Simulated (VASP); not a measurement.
The system is TiH6.

```
CELL_PARAMETERS angstrom
3.89826 0.00000 0.00000
0.00000 3.89826 0.00000
0.00000 0.00000 3.89826
ATOMIC_POSITIONS crystal
Ti 0.00000 0.00000 0.00000
H 0.50000 0.50000 0.20700
H 0.50000 0.50000 0.79300
H 0.20700 0.50000 0.50000
H 0.79300 0.50000 0.50000
H 0.50000 0.20700 0.50000
H 0.50000 0.79300 0.50000
```

```yaml
Program: VASP 6.6.1
Task: relaxation of cell and atoms
Functional: PBE
Potentials_or_basis: VASP PAW PBE potentials, release 64 (Ti_sv, H)
Cutoff: 600 eV
k_mesh: 4 × 4 × 4
Occupations: gaussian, width 0.1 eV
Spin: no spin polarisation
```

At the start: pressure -22.0 GPa; volume 8.46 Å³/atom.

**Question.** Where does the relaxation end?

**Answer.** Over 14 steps the energy falls by 511.1 meV/atom and the volume is 5.02 Å³/atom (-40.7 %); space group Pm-3m (No. 221, to 0.05 Å).

The path:
```tsv
step	energy change (eV)	largest force (eV/Å)	pressure (GPa)	volume (Å³)
1	0.0000	0.2873	-22.03	59.24
2	-1.3363	0.4804	-21.76	49.81
3	-2.7848	1.0656	25.30	27.63
4	-3.0093	0.8755	-5.60	34.50
5	-3.0655	0.9479	1.04	32.34
6	-3.3725	0.5666	5.24	31.32
7	-3.4401	0.0967	11.01	30.63
8	-3.5427	0.0141	5.02	32.62
9	-3.5724	0.0508	2.13	34.14
10	-3.5504	0.1959	-1.25	37.32
11	-3.5762	0.0868	0.82	35.09
12	-3.5762	0.0836	0.96	35.00
13	-3.5772	0.0532	-0.61	35.19
14	-3.5779	0.0007	0.03	35.11
```

Final structure:
```
Ti H
1.0
     3.27454    0.00000    0.00000
     0.00000    3.27454    0.00000
     0.00000    0.00000    3.27454
Ti H
1 6
Direct
  0.00000 0.00000 0.00000
  0.50000 0.50000 0.14295
  0.50000 0.50000 0.85705
  0.14295 0.50000 0.50000
  0.85705 0.50000 0.50000
  0.50000 0.14295 0.50000
  0.50000 0.85705 0.50000
```

Caveat: the k points lie up to 0.48 Å⁻¹ apart in the final cell; the volume moved by over 15 % at a fixed basis, so the end points are rough.
